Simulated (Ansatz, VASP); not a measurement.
# CrCdB3: VASP beside Ansatz

File INCAR:

```
  ALGO = Normal
  EDIFF = 1E-7
  EDIFFG = -0.04
  ENCUT = 600
  GGA = PE
  IBRION = 2
  ISIF = 3
  ISMEAR = 0
  ISPIN = 2
  LASPH = T
  LCHARG = F
  LMAXMIX = 4
  LORBIT = 11
  LREAL = F
  LWAVE = F
  MAGMOM = 3.25 0 0 0 0
  NELM = 150
  NSW = 90
  PREC = Accurate
  SIGMA = 0.1
```

Contents of KPOINTS:

```
k-points
0
Gamma
  6 6 6
```

POSCAR

```
CrCdB3
1.0
    3.7358727034      0.0000000000      0.0000000000
    0.0000000000      3.7358727034      0.0000000000
    0.0000000000      0.0000000000      3.7358727034
Cr Cd B
1 1 3
Direct
    0.0000000000      0.0000000000      0.0000000000
    0.5000000000      0.5000000000      0.5000000000
    0.0000000000      0.5000000000      0.5000000000
    0.5000000000      0.0000000000      0.5000000000
    0.5000000000      0.5000000000      0.0000000000
```

Input for Ansatz:

```yaml
crystal:
  lattice:
    - [3.7358727034, 0.0, 0.0]
    - [0.0, 3.7358727034, 0.0]
    - [0.0, 0.0, 3.7358727034]
  atoms:
    - { symbol: Cr, position: [0.0, 0.0, 0.0], spin: 3.25 }
    - { symbol: Cd, position: [0.5, 0.5, 0.5] }
    - { symbol: B, position: [0.0, 0.5, 0.5] }
    - { symbol: B, position: [0.5, 0.0, 0.5] }
    - { symbol: B, position: [0.5, 0.5, 0.0] }
basis:
  ecutwfc: 420
kpoints:
  mp_grid: { grid: [6, 6, 6] }
hamiltonian:
  xc: pbe
scf:
  occupations: { method: gaussian, width: 0.1 }
  lower_state_search: "off"
output:
  forces: true
  stress: true
  eigenvalues: true
  populations: true
magnetization:
  spin_polarized: true
relax:
  adjacent_minimum: "off"
  f_tol: 0.04
  max_steps: 70
  cell: { stress_tol: 0.4 }
```

Alike in both runs: task relaxation of cell and atoms; functional PBE; k mesh 6 × 6 × 6; occupations gaussian, width 0.1 eV; collinear spin.

```csv
,VASP,Ansatz
version,VASP 6.6.1,Ansatz 0.2.0
potentials or method,"VASP PAW PBE potentials, release 64 (Cr_pv, Cd, B), cutoff 600 eV","scalar-relativistic, plane waves, PAW"
valence electrons in the cell,33,43
```

|  | VASP | Ansatz | Ansatz less VASP |
| --- | --- | --- | --- |
| gap on the k mesh at the Fermi level, each at its own relaxed structure (eV) | none | none | - |
| net moment per atom (μB) | 0.84 | 0.84 | +0.001 |
| size of the moment on the site where the two differ most (μB) | 3.89 | 3.98 | +0.094 |
| relaxed volume (Å³/atom) | 16.27 | 16.12 | -0.148 |
| relaxed cell length with the largest relative difference (Å) | 4.333 | 4.320 | -0.0131 |

Site moments also hang on the region over which each program counts them. A gap of «none» marks a metal or a gap that the smearing closes. VASP's potentials hold 33 valence electrons a cell and Ansatz's 43, so a difference there can come from the potentials and not from the codes.

Noted on VASP's run: the volume moved by over 15 % at a fixed basis, so the end points are rough.
